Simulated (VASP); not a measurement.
Write the native input for VASP 6.6.1 that does the following.

* Task: single point
* Functional: PBE
* Dispersion: D3(BJ)
* Potentials or basis: VASP PAW PBE potentials, release 64 (C, O)
* Cutoff: 520 eV
* k mesh: 5 × 8 × 1
* Occupations: gaussian, width 0.05 eV
* Spin: no spin polarisation
* Dipole correction: yes
* Further INCAR settings: LREAL = Auto; ALGO = Normal; EDIFF = 1e-06; NBANDS = 62

The structure of C21O lies in POSCAR:

```
C21O
1.0
    5.0304222913      0.0000000000      0.0000000000
    0.0000000000      3.5570457144      0.0000000000
    0.0000000000      0.0000000000     23.8251416051
C O
21 1
Direct
    0.2500000000      0.0000000000      0.1678898731
    0.7500000000      0.0000000000      0.1678898731
    0.0000000000      0.2500000000      0.1678898731
    0.5000000000      0.2500000000      0.1678898731
    0.0000000000      0.5000000000      0.2206746831
    0.5000000000      0.5000000000      0.2206746831
    0.2500000000      0.7500000000      0.2206746831
    0.7500000000      0.7500000000      0.2206746831
    0.2500000000      0.0023818432      0.2733210081
    0.7500000000      0.0023818432      0.2733210081
    0.0000000000      0.2476181568      0.2733210081
    0.5000000000      0.2476181568      0.2733210081
    0.0000000000      0.5094747646      0.3275705903
    0.5000000000      0.5094747646      0.3275705903
    0.2500000000      0.7405252354      0.3275705903
    0.7500000000      0.7405252354      0.3275705903
    0.2500000000      0.0286707501      0.3725115994
    0.7500000000      0.0286707501      0.3725115994
    0.0000000000      0.2213292499      0.3725115994
    0.5000000000      0.2213292499      0.3725115994
    0.5000000000      0.2786707501      0.5550918364
    0.5000000000      0.2786707501      0.5068234979
```

The input as run:

INCAR

```
SYSTEM = C21O
ALGO     = Normal         ! electronic algorithm
DIPOL    = 0.5 0.5 0.296
EDIFF    = 1E-6           ! SCF threshold, eV
ENCUT    = 520            ! plane-wave cutoff, eV
GGA      = PE             ! functional
IDIPOL   = 3            
ISIF     = 2              ! what is computed and relaxed
ISMEAR   = 0              ! smearing method
IVDW     = 12             ! dispersion correction
LASPH    = .TRUE.         ! aspherical terms in the spheres
LCHARG   = .FALSE.        ! write CHGCAR
LDIPOL   = .TRUE.       
LREAL    = Auto         
LWAVE    = .FALSE.        ! write WAVECAR
NBANDS   = 62             ! bands
NELM     = 60             ! most SCF steps
PREC     = Accurate       ! precision mode
SIGMA    = 0.05           ! smearing width, eV
```

KPOINTS

```
k-points
0
G
  5 8 1
  0 0 0
```

Potentials or basis: VASP PAW PBE potentials, release 64 (C, O).

Launch:

```console
$ cat potpaw_PBE.64/C/POTCAR potpaw_PBE.64/O/POTCAR > POTCAR
$ mpirun -np 1 vasp_std > vasp.out
```

Results of the run:

| Quantity | Value |
| --- | --- |
| Largest force | 4.365 eV/Å |
| Band gap on the k mesh | zero (bands 45 and 46 overlap by 0.03 eV) |
| Dispersion energy per atom | -0.141 eV |

Run time: 22 min on 1 thread of Oxide Virtual Turin-like Processor, on a shared host, peak memory 0.57 GiB.
